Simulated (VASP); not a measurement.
Input of a VASP 6.6.1 run:

File POSCAR:

```
H21C10N3O2
1.0
    7.1400370000      0.0000000000      0.0000000000
    0.0000000000      7.1400370000      0.0000000000
    0.0000000000      0.0000000000      7.1400370000
C O H N
10 2 21 3
Direct
    0.8392673595      0.3732053489      0.9132025506
    0.8596594107      0.2135703218      0.7772648797
    0.1906152587      0.0763441422      0.2382900817
    0.3206005795      0.1892427168      0.1115120272
    0.5089049258      0.5370980571      0.5458935297
    0.4315383800      0.7223351924      0.5653612159
   -0.0205601175      0.5543668751      0.3501942637
   -0.0698455764      0.7026014011      0.4706418188
    0.3934993614      0.6797023601      1.0471514363
    0.5606833690      0.7854581146      1.0901764235
    1.0489161331      0.1653492832      0.7245200550
    0.4886389244      0.2494104722      0.2047608437
    1.0430057995      0.0485431658      0.6592682923
    0.7902900223      0.0925485400      0.8585669794
    0.7952059632      0.2425197516      0.6478257746
    0.6850524724      0.3978410756      0.9127543737
    0.8668582530      0.3410906694      1.0605267172
    0.9116059202      0.4998713592      0.8628666770
    0.5408235279      0.1411197169      0.2725616128
    0.3770708751      0.1237668656     -0.0088234837
    0.2465673497      0.3190179547      0.0621145241
    0.0502518404      0.0770164076      0.1866236828
    0.2101389671     -0.0744814067      0.2517634012
    0.2171417319      0.1491588909      0.3601942119
    0.5940165296      0.5200393219      0.4164824356
    0.5815516082      0.4985968560      0.6796043214
    0.4048858570      0.4263563340      0.5377983335
   -0.0603218163      0.5693107753      0.2017636603
    0.1332346037      0.5297871706      0.3456844831
   -0.1066100918      0.4312582694      0.3894797744
    0.4266644557      0.5628402206      0.9462135840
    0.3212868505      0.6190444111      1.1618847353
    0.3086818738      0.7916345532      0.9597709368
    0.3558384922      0.8621944116      0.5878400910
   -0.0780808279      0.8343934352      0.5614676787
    0.7033016776      0.8538891325      1.1118429778
```

File INCAR.step1:

```
SYSTEM = H21C10N3O2
ALGO = Normal
EDIFF = 1E-5
ENCUT = 1100
GGA = PE
GGA_COMPAT = .False.
ISMEAR = -1
LASPH = .True.
LCHARG = .False.
LREAL = Auto
LWAVE = .True.
NBANDS = 68
NELM = 120
PREC = Accurate
SIGMA = 0.02
```

The input INCAR.step2:

```
SYSTEM = H21C10N3O2
ALGO = Normal
EDIFF = 1E-6
ENCUT = 1100
GGA_COMPAT = .False.
ISIF = 2
ISMEAR = -1
ISTART = 1
IVDW = 12
LASPH = .True.
LCHARG = .False.
LMIXTAU = .True.
LREAL = Auto
LWAVE = .False.
METAGGA = R2SCAN
NBANDS = 68
NELM = 120
PREC = Accurate
SIGMA = 0.02
VDW_A1 = 0.49484001
VDW_A2 = 5.73083694
VDW_S6 = 1.0
VDW_S8 = 0.78981345
```

Contents of KPOINTS:

```
k-points
0
Gamma
  1 1 1
  0 0 0
```

Potentials or basis: VASP PAW PBE potentials, release 64 (C_h, O_h, H_h, N_h).

The run is started by

```bash
$ cat potpaw_PBE.64/C_h/POTCAR potpaw_PBE.64/O_h/POTCAR potpaw_PBE.64/H_h/POTCAR potpaw_PBE.64/N_h/POTCAR > POTCAR
$ cp INCAR.step1 INCAR
$ mpirun -np 1 vasp_gam > vasp.out
$ cp INCAR.step2 INCAR
$ mpirun -np 1 vasp_gam > vasp.out
```

Problem. Predict the dispersion energy per atom.

Solution. -0.025 eV.

Problem. What does it give for the largest force?

Solution. 3.571 eV/Å.

Problem. Estimate the band gap on the k mesh.

Solution. 4.85 eV.

Forces on the atoms (eV/Å):
```
C   -0.660  0.626 -0.541
C    0.879 -2.316  1.879
C    0.528 -0.557 -2.287
C   -0.015  0.481 -0.268
C    0.760 -0.559  0.428
C   -0.124 -1.017 -0.085
C   -0.233 -1.791 -1.130
C    0.771  0.694 -0.558
C   -0.230  1.615 -3.176
C   -1.179 -1.843 -0.081
O   -0.051  1.371  1.281
O    0.198 -0.156  1.243
H   -0.176 -0.539 -0.209
H    0.547  0.764 -1.413
H   -1.374  0.265 -0.979
H    0.684  0.216  0.129
H    0.403 -0.204 -0.450
H   -0.123 -0.084  0.372
H   -0.367  0.667 -0.623
H   -0.395 -0.912 -1.314
H    0.452 -0.824  0.409
H   -0.875  0.684 -0.013
H    0.902  0.260  0.168
H   -0.620  0.468  2.518
H   -0.172  0.190  0.869
H    0.234  0.446 -1.090
H   -0.590  0.187 -0.178
H   -0.088  0.798  0.441
H   -0.840 -0.212  0.600
H    0.963 -0.052  0.114
H   -0.064  0.867  0.776
H   -0.332  0.106  0.693
H    0.450 -1.849  1.300
N   -0.031  0.751  0.145
N   -0.612  0.371  0.622
N    1.383  1.088  0.409
```

Caveat: the k points lie up to 0.88 Å⁻¹ apart; the PAW data sets were made with another functional, which shifts forces and pressure a little.
